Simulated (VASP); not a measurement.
Wanted: the native input for a VASP 6.6.1 run.

```
Task                   : single point
Functional             : PBEsol
Potentials or basis    : VASP PAW PBE potentials, release 64 (Fe, O)
Cutoff                 : 520 eV
k mesh                 : 11 × 11 × 11
Occupations            : fermi-dirac, width 0.05 eV
Spin                   : collinear spin, ferromagnetic start
Starting moments       : [3.0, 0.0] μB
Dipole correction      : no
Further INCAR settings : ALGO = Normal; EDIFF = 1e-06; NBANDS = 18
```

The structure of FeO (Wuestite) lies in POSCAR:

```
FeO
1.0
    1.4878158575      0.8589908858      2.4681429078
   -1.4878158575      0.8589908858      2.4681429078
    0.0000000000     -1.7179817717      2.4681429078
Fe O
1 1
Direct
    0.0000000000      0.0000000000      0.0000000000
    0.5000000000      0.5000000000      0.5000000000
```

This cell differs from its parent crystal: volume scaled by 0.94.

One way to write it, as run:

INCAR

```
SYSTEM = FeO
  PREC = Accurate
  ENCUT = 520
  EDIFF = 1E-6
  ISMEAR = -1
  SIGMA = 0.05
  LREAL = .False.
  LASPH = .True.
  NELM = 150
  ALGO = Normal
  ISIF = 2
  LWAVE = .False.
  LCHARG = .True.
  ISPIN = 2
  MAGMOM = 3 0
  LORBIT = 11
  LMAXMIX = 4
  GGA = PS
  LELF = .True.
  LVHAR = .True.
  NBANDS = 18
```

KPOINTS

```
Automatic mesh
0
Gamma
  11 11 11
  0 0 0
```

Potentials or basis: VASP PAW PBE potentials, release 64 (Fe, O).

The run is started by

```bash
$ cat potpaw_PBE.64/Fe/POTCAR potpaw_PBE.64/O/POTCAR > POTCAR
$ mpirun -np 1 vasp_std > vasp.out
```

It gave:

```json
{"Pressure": "2.8 GPa", "Band gap on the k mesh": "zero (filled and empty bands overlap)", "Net moment": "4.00 μB per cell", "Site moments": "Fe +3.60; O +0.32 μB", "Valence electrons inside the program's atomic spheres": "Fe 6.84; O 5.00"}
```

Caveat: the PAW data sets were made with another functional, which shifts forces and pressure a little; a cell with one magnetic atom can't hold antiferromagnetic order, which such compounds often take; semilocal functionals often make such compounds metallic where correlation or magnetic order opens a gap, which also shifts bond lengths.

Run time: 49 s on 1 thread of Intel(R) Xeon(R) Platinum 8488C (Sapphire Rapids) (shared host), peak memory 0.21 GiB.
